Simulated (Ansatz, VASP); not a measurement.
# MgO: VASP beside Ansatz

The input INCAR:

```
PREC = Accurate
ENCUT = 600
EDIFF = 1E-6
ISMEAR = 0
SIGMA = 0.01
LREAL = F
LASPH = T
NELM = 120
ALGO = Normal
ISIF = 2
LWAVE = F
LCHARG = T
GGA = PE
LELF = T
LVHAR = T
NBANDS = 11
GGA_COMPAT = F
```

Contents of KPOINTS:

```
Automatic mesh
0
Gamma
  8 8 8
```

POSCAR

```
MgO
1.0
    0.0000000000      2.1782000000      2.1782000000
    2.1782000000      0.0000000000      2.1782000000
    2.1782000000      2.1782000000      0.0000000000
Mg O
1 1
Direct
    0.0000000000      0.0000000000      0.0000000000
    0.5000000000      0.5000000000      0.5000000000
```

Input for Ansatz:

```yaml
crystal:
  lattice:
    - [0.0, 2.1782, 2.1782]
    - [2.1782, 0.0, 2.1782]
    - [2.1782, 2.1782, 0.0]
  atoms:
    - { symbol: Mg, position: [0.0, 0.0, 0.0] }
    - { symbol: O, position: [0.5, 0.5, 0.5] }
hamiltonian:
  xc: pbe
  pseudopotentials: { kind: paw }
basis:
  ecutwfc: 420
kpoints:
  mp_grid: { grid: [8, 8, 8] }
scf:
  occupations: { method: fixed }
  lower_state_search: "off"
  max_iter: 100
output:
  forces: true
  stress: true
```

Alike in both runs: task single point; functional PBE; k mesh 8 × 8 × 8; no spin polarisation.

|  | VASP | Ansatz |
| --- | --- | --- |
| version | VASP 6.6.1 | Ansatz 0.2.0 |
| potentials or method | VASP PAW PBE potentials, release 64 (Mg, O), cutoff 600 eV | PAW, plane waves, scalar-relativistic |
| occupations | gaussian, width 0.01 eV | fixed |
| valence electrons in the cell | 8 | 16 |

|  | VASP | Ansatz | Ansatz less VASP |
| --- | --- | --- | --- |
| pressure (GPa) | -10.2 | -9.2 | +0.98 |

VASP's potentials hold 8 valence electrons a cell and Ansatz's 16, so a difference there can come from the potentials and not from the codes.
